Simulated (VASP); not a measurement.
# Na (P6_3/mmc) in VASP: relaxation of cell and atoms with PBE

Aim: the relaxation of cell and atoms of Na with PBE.

Program: VASP 6.6.1. These are calculated values, not measurements. Logs are shortened: lines on timing, memory, paths and dates and some standing lists are left out, and cuts for length are marked.

### Step 1. The cell of the first run

The structure is hexagonal, space group P6_3/mmc (No. 194). The conventional cell has a = 3.578 Å, b = 3.578 Å, c = 5.813 Å, α = 90.00°, β = 90.00°, γ = 120.00°. Within 4.7 Å of Na (site symmetry -6m2) lie 12 Na at 3.57 to 3.58 Å.

This isn't the form of Na at room conditions, which is bcc.

### Step 2. Relaxation of cell and atoms, PBE, target pressure 1.4 GPa, at which the enthalpy is minimised

Contents of INCAR:

```
ALGO     = Normal         # electronic algorithm
EDIFF    = 1E-6           # SCF threshold, eV
EDIFFG   = -0.005         # ionic threshold
ENCUT    = 600            # plane-wave cutoff, eV
GGA      = PE             # functional
IBRION   = 2              # ionic algorithm
ISIF     = 3              # what is computed and relaxed
ISMEAR   = -1             # smearing method
LASPH    = T              # aspherical terms in the spheres
LCHARG   = F              # write CHGCAR
LREAL    = F              # projectors in reciprocal space
LWAVE    = F              # write WAVECAR
NELM     = 100            # most SCF steps
NSW      = 32             # ionic steps
PREC     = Accurate       # precision mode
PSTRESS  = 14.0         
SIGMA    = 0.08           # smearing width, eV
```

Contents of KPOINTS:

```
k-points
0
Gamma
  12 12 7
```

Contents of POSCAR:

```
Na
1.0
    3.5783697003      0.0000000000      0.0000000000
   -1.7891848501      3.0989590646      0.0000000000
    0.0000000000      0.0000000000      5.8129968180
Na
2
Direct
    0.3333333333      0.6666666667      0.2500000000
    0.6666666667      0.3333333333      0.7500000000
```

Potentials or basis: VASP PAW PBE potentials, release 64 (Na_pv).

Run with:

```console
> cat potpaw_PBE.64/Na_pv/POTCAR > POTCAR
> mpirun -np 1 vasp_std > vasp.out
```

OUTCAR:

```text
EDIFF = 1E-6
   EDIFFG = -0.005
   ENCUT = 600
   GGA = PE
   IBRION = 2
   ISIF = 3
   ISMEAR = -1
   LASPH = T
   LREAL = F
   NELM = 100
   NSW = 32
   PREC = Accurate
   PSTRESS = 14.0

 ion  position               nearest neighbor table
   1  0.333  0.667  0.250-
   2  0.667  0.333  0.750-

  LATTYP: Found a hexagonal cell.
 ALAT       =     3.5783697003
 C/A-ratio  =     1.6244819023

  Lattice vectors:

 A1 = (   3.5783697003,   0.0000000000,   0.0000000000)
 A2 = (  -1.7891848501,   3.0989590646,   0.0000000000)
 A3 = (   0.0000000000,   0.0000000000,   5.8129968180)

Analysis of symmetry for initial positions (statically):
=====================================================================
 Subroutine PRICEL returns:
 Original cell was already a primitive cell.

 Routine SETGRP: Setting up the symmetry group for a
 hexagonal supercell.

 Subroutine GETGRP returns: Found 24 space group operations
 (whereof 12 operations were pure point group operations)
 out of a pool of 24 trial point group operations.

The static configuration has the point symmetry D_3d.
 The point group associated with its full space group is D_6h.

Analysis of symmetry for dynamics (positions and initial velocities):
=====================================================================
 Subroutine PRICEL returns:
 Original cell was already a primitive cell.

 Routine SETGRP: Setting up the symmetry group for a
 hexagonal supercell.

 Subroutine GETGRP returns: Found 24 space group operations
 (whereof 12 operations were pure point group operations)
 out of a pool of 24 trial point group operations.

The dynamic configuration has the point symmetry D_3d.
 The point group associated with its full space group is D_6h.

 Subroutine INISYM returns: Found 24 space group operations
 (whereof 12 operations are pure point group operations),
 and found     1 'primitive' translations

----------------------------------------------------------------------------------------

                                     Primitive cell

  volume of cell :      64.4616

  direct lattice vectors                    reciprocal lattice vectors
     3.578369700  0.000000000  0.000000000     0.279456871  0.161344500  0.000000000
    -1.789184850  3.098959065  0.000000000     0.000000000  0.322688999  0.000000000
     0.000000000  0.000000000  5.812996818     0.000000000  0.000000000  0.172028307

  length of vectors
     3.578369700  3.578369700  5.812996818     0.322688999  0.322688999  0.172028307

  position of ions in fractional coordinates (direct lattice)
     0.333333333  0.666666667  0.250000000
     0.666666667  0.333333333  0.750000000

  ion indices of the primitive-cell ions
   primitive index   ion index
                 1           1
                 2           2

----------------------------------------------------------------------------------------

 KPOINTS: k-points

Automatic generation of k-mesh.
 Grid dimensions read from file:
 generate k-points for:   12   12    7

 Generating k-lattice:

  Cartesian coordinates                     Fractional coordinates (reciprocal lattice)
     0.023288073  0.013445375  0.000000000     0.083333333 -0.000000000  0.000000000
     0.000000000  0.026890750  0.000000000     0.000000000  0.083333333  0.000000000
     0.000000000  0.000000000  0.024575472     0.000000000  0.000000000  0.142857143

  Length of vectors
     0.026890750  0.026890750  0.024575472

  Shift w.r.t. Gamma in fractional coordinates (k-lattice)
     0.000000000  0.000000000  0.000000000

 Subroutine IBZKPT returns following result:
 ===========================================

 Found     76 irreducible k-points:

 Following reciprocal coordinates:
            Coordinates               Weight
  0.000000  0.000000  0.000000      1.000000
  0.083333 -0.000000  0.000000      6.000000
  0.166667 -0.000000  0.000000      6.000000
  0.250000  0.000000  0.000000      6.000000
  0.333333 -0.000000  0.000000      6.000000
  0.416667  0.000000  0.000000      6.000000
[... 16 lines left out ...]
  0.250000  0.000000  0.142857     12.000000
  0.333333 -0.000000  0.142857     12.000000
 [... further k-points ...]
   k-points           NKPTS =     76   k-points in BZ     NKDIM =     76   number of bands    NBANDS=     11
   number of dos      NEDOS =    301   number of ions     NIONS =      2
   total plane-waves  NPLWV =  43200
   dimension x,y,z NGX =    30 NGY =   30 NGZ =   48
   dimension x,y,z NGXF=    60 NGYF=   60 NGZF=   96
   ions per type =               2
   NGX,Y,Z   is equivalent  to a cutoff of  13.94, 13.94, 13.73 a.u.
   NGXF,Y,Z  is equivalent  to a cutoff of  27.88, 27.88, 27.46 a.u.
 SYSTEM =  unknown system
   PREC   = accura    normal or accurate (medium, high low for compatibility)
   ISTART =      0    job   : 0-new  1-cont  2-samecut
   ICHARG =      2    charge: 1-file 2-atom 10-const
   ISPIN  =      1    spin polarized calculation?
   LNONCOLLINEAR =      F non collinear calculations
   LSORBIT =      F    spin-orbit coupling
   LASPH  =      T    aspherical Exc in radial PAW
   ENCUT  =  600.0 eV  44.10 Ry    6.64 a.u.   7.15  7.15 11.61*2*pi/ulx,y,z
   NELM   =    100;   NELMIN=  2; NELMDL= -5     # of ELM steps
   EDIFF  = 0.1E-05   stopping-criterion for ELM
   LREAL  =      F    real-space projection
   EDIFFG = -.5E-02   stopping-criterion for IOM
   NSW    =     32    number of steps for IOM
   IBRION =      2    ionic relax: 0-MD 1-quasi-New 2-CG
   NFREE  =      1    steps in history (QN), initial steepest desc. (CG)
   ISIF   =      3    stress and relaxation
   ISYM   =      2    0-nonsym 1-usesym 2-fastsym
   POTIM  = 0.5000    time-step for ionic-motion
   TEBEG  =    0.0;   TEEND  =   0.0 temperature during run
   PSTRESS=   14.0 pullay stress
   NELECT =      14.0000    total number of electrons
   NUPDOWN=      -1.0000    fix difference up-down
   EMIN   =  10.00;   EMAX   =-10.00  energy-range for DOS
   EFERMI =   0.00;   METHOD = LEGACY
   ISMEAR =    -1;   SIGMA  =   0.08  broadening in eV -4-tet -1-fermi 0-gaus
   EFERMI_NEDOS =   21; number of points for ismear=-14 and -15
   IALGO  =     38    algorithm
   IMIX   =      4    mixing-type and parameters
     AMIX     =   0.40;   BMIX     =  1.00
     AMIX_MAG =   1.60;   BMIX_MAG =  1.00
  volume/ion in A,a.u.               =      32.23       217.50
  Fermi-wavevector in a.u.,A,eV,Ry     =   0.984050  1.859585 13.175259  0.968354
  Thomas-Fermi vector in A             =   2.115254
   LORBIT       =      0    0 simple, 1 ext, 2 COOP (PROOUT), +10 PAW based schemes
   GGA     = PE    functional components
   LHFCALC =     F    Hartree Fock is set to
   AEXX    =    0.0000 exact exchange contribution
   IVDW    =     0    specifies the selected vdW correction
   LEPSILON=     F    determine dielectric tensor
   LRPA    =     F    only Hartree local field effects (RPA)
 conjugate gradient relaxation of ions
 non-spin polarized calculation
  energy-cutoff  :      600.00
  volume of cell :       64.46
 maximum number of plane-waves:      2181
 NGX is ok and might be reduce to    30
   NGX = 15   NGY = 15   NGZ = 23

 number of electron      14.0000001 magnetization

 Free energy of the ion-electron system (eV)
  ---------------------------------------------------
  ext. energy  EPLUGINS =         0.00000000
  ---------------------------------------------------
  free energy    TOTEN  =        -2.59458158 eV

  energy without entropy =       -2.57526226  energy(sigma->0) =       -2.58492192

 E-fermi :   0.7676     XC(G=0):  -6.8782

 val. band max:        0.7538591811   @ k =   0.1667   0.1667   0.2857
 cond. band min:       0.7678647933   @ k =   0.0833   0.0833   0.1429
 fundamental gap:      0.0140056122
 Fermi energy:         0.7675600054

 k-point     1 :       0.0000    0.0000    0.0000
  band No.  band energies     occupation
      1     -24.0973      2.00000
      2     -24.0471      2.00000
      3     -24.0471      2.00000
      4     -24.0391      2.00000
      5     -24.0391      2.00000
      6     -24.0390      2.00000
      7      -2.8224      2.00000
      8       1.3597      0.00122
      9       1.9045      0.00000
     10      11.5029      0.00000
     11      11.5029      0.00000

 k-point     2 :       0.0833   -0.0000    0.0000
  band No.  band energies     occupation
      1     -24.0959      2.00000
      2     -24.0499      2.00000
      3     -24.0480      2.00000
      4     -24.0420      2.00000
      5     -24.0395      2.00000
      6     -24.0395      2.00000
      7      -2.7093      2.00000
      8       1.4574      0.00036
      9       2.0134      0.00000
     10       9.7446      0.00000
     11      10.7812      0.00000

 k-point     3 :       0.1667   -0.0000    0.0000
  band No.  band energies     occupation
      1     -24.0922      2.00000
      2     -24.0577      2.00000
      3     -24.0504      2.00000
      4     -24.0500      2.00000
      5     -24.0410      2.00000
      6     -24.0408      2.00000
      7      -2.3715      2.00000
      8       1.7511      0.00001
      9       2.3340      0.00000
     10       7.7337      0.00000
     11      10.0024      0.00000
[... 267 lines left out ...]
 k-point    23 :       0.2500    0.0000    0.1429
  band No.  band energies     occupation
      1     -24.0859      2.00000
      2     -24.0670      2.00000
      3     -24.0622      2.00000
      4     -24.0531      2.00000
      5     -24.0442      2.00000
      6     -24.0432      2.00000
      7      -1.7219      2.00000
      8       1.3869      0.00087
      9       3.8270      0.00000
     10       5.9825      0.00000
     11       8.4703      0.00000

 k-point    24 :       0.3333   -0.0000    0.1429
  band No.  band energies     occupation
      1     -24.0847      2.00000
      2     -24.0747      2.00000
      3     -24.0711      2.00000
      4     -24.0562      2.00000
      5     -24.0471      2.00000
      6     -24.0452      2.00000
      7      -0.9548      2.00000
      8       2.0888      0.00000
      9       3.9109      0.00000
     10       4.8997      0.00000
     11       6.9198      0.00000

 [... further k-points ...]

------------------------ aborting loop because EDIFF is reached ----------------------------------------

  FORCE on cell =-STRESS in cart. coord.  units (eV):
  Direction    XX          YY          ZZ          XY          YZ          ZX
  --------------------------------------------------------------------------------------
  -------------------------------------------------------------------------------------
  Total        0.5654720      0.5654720      0.5693029      0.0000000      0.0000000     -0.0000000
  in kB       14.0546668     14.0546668     14.1498838      0.0000000      0.0000000     -0.0000000
  external PRESSURE =       0.0864058 kB  Pullay stress =      14.0000000 kB

 VOLUME and BASIS-vectors are now :
 -----------------------------------------------------------------------------
  energy-cutoff  :      600.00
  volume of cell :       64.46
      direct lattice vectors                 reciprocal lattice vectors
     3.578369700  0.000000000  0.000000000     0.279456871  0.161344500  0.000000000
    -1.789184850  3.098959065  0.000000000     0.000000000  0.322688999  0.000000000
     0.000000000  0.000000000  5.812996818     0.000000000  0.000000000  0.172028307

 POSITION                                       TOTAL-FORCE (eV/Angst)
 -----------------------------------------------------------------------------------
     -0.00000      2.06597      1.45325        -0.000000      0.000000      0.000000
      1.78918      1.03299      4.35975         0.000000      0.000000      0.000000
 -----------------------------------------------------------------------------------
    total drift:                               -0.000000      0.000000     -0.000000

  FREE ENERGIE OF THE ION-ELECTRON SYSTEM (eV)
  ---------------------------------------------------
  free  energy   TOTEN  =        -2.5945815846 eV

  energy  without entropy=       -2.5752622630  energy(sigma->0) =       -2.58492192

  enthalpy is  TOTEN    =        -2.0313090364 eV   P V=        0.5632725482

 reached required accuracy - stopping structural energy minimisation
```

Run time: 18 s. Hardware: 1 thread of Intel Xeon 6975P-C (Granite Rapids), shared host; peak memory 0.21 GiB.

Results:

* Free energy: -2.5946 eV
* Pressure after relaxing: 1.4 GPa
* Band gap on the k mesh: zero (bands 7 and 8 overlap by 4.19 eV)

Final structure:
```
Na
1.0
     3.57837    0.00000    0.00000
    -1.78918    3.09896    0.00000
     0.00000    0.00000    5.81300
Na
2
Direct
  0.33333 0.66667 0.25000
  0.66667 0.33333 0.75000
```

Caveat: the cell is relaxed towards a set pressure, so the run minimises the enthalpy, not the energy.
